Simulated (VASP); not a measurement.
Here is a VASP 6.6.1 calculation.

Contents of INCAR:

```
ALGO = Normal
EDIFF = 1E-6
ENCUT = 520
GGA = PE
GGA_COMPAT = False
ISIF = 2
ISMEAR = -1
LASPH = True
LCHARG = False
LREAL = False
LWAVE = False
NBANDS = 11
NELM = 120
NELMDL = -8
PREC = Accurate
SIGMA = 0.1
```

KPOINTS

```
k-points
0
Gamma
  9 9 1
```

The input POSCAR:

```
C
1.0
    2.4600000000      0.0000000000      0.0000000000
   -1.2300000000      2.1304220000      0.0000000000
    0.0000000000      0.0000000000     14.0000000000
C
2
Direct
    0.3333330000      0.6666670000      0.5000000000
    0.6666670000      0.3333330000      0.5000000000
```

Potentials or basis: VASP PAW PBE potentials, release 64 (C).

Command:

```console
$ cat potpaw_PBE.64/C/POTCAR > POTCAR
$ mpirun -np 1 vasp_std > vasp.out
```

Problem. Estimate the band gap on the k mesh.

Solution. Zero (filled and empty bands touch).
